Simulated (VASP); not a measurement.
Set up this calculation in VASP 6.6.1, as the native input.

```
Task                   : single point
Functional             : LDA
Potentials or basis    : VASP PAW LDA potentials, release 64 (K_sv, I)
Cutoff                 : 520 eV
k mesh                 : 4 × 4 × 4
Occupations            : gaussian, width 0.01 eV
Spin                   : no spin polarisation
Dipole correction      : no
Further INCAR settings : ALGO = Normal; EDIFF = 1e-07; NBANDS = 15
```

The structure of KI lies in POSCAR:

```
KI
1.0
    0.0000000000      3.5442852436      3.5442852436
    3.5442852436      0.0000000000      3.5442852436
    3.5442852436      3.5442852436      0.0000000000
K I
1 1
Direct
    0.0000000000      0.0000000000      0.0000000000
    0.5000000000      0.5000000000      0.5000000000
```

These files were run (other wordings do the same):

INCAR

```
PREC = Accurate ; ENCUT = 520
EDIFF = 1E-7 ; ISMEAR = 0
SIGMA = 0.01 ; LREAL = False
LASPH = True ; NELM = 60
ALGO = Normal ; ISIF = 2
LWAVE = False ; LCHARG = False
GGA = CA ; NBANDS = 15
```

KPOINTS

```
regular mesh
0
Gamma
  4 4 4
```

Potentials or basis: VASP PAW LDA potentials, release 64 (K_sv, I).

Command:

```console
$ cat potpaw_LDA.64/K_sv/POTCAR potpaw_LDA.64/I/POTCAR > POTCAR
$ mpirun -np 1 vasp_std > vasp.out
```

Results of the run:

| Item | Value |
| --- | --- |
| Pressure | -1.4 GPa |
| Band gap on the k mesh | 3.59 eV |

Caveat: spin-orbit coupling is left out, which moves the levels of the heavy elements.

Run time: 24 s on 1 thread of AMD EPYC 7R13, on a shared host, peak memory 0.16 GiB.
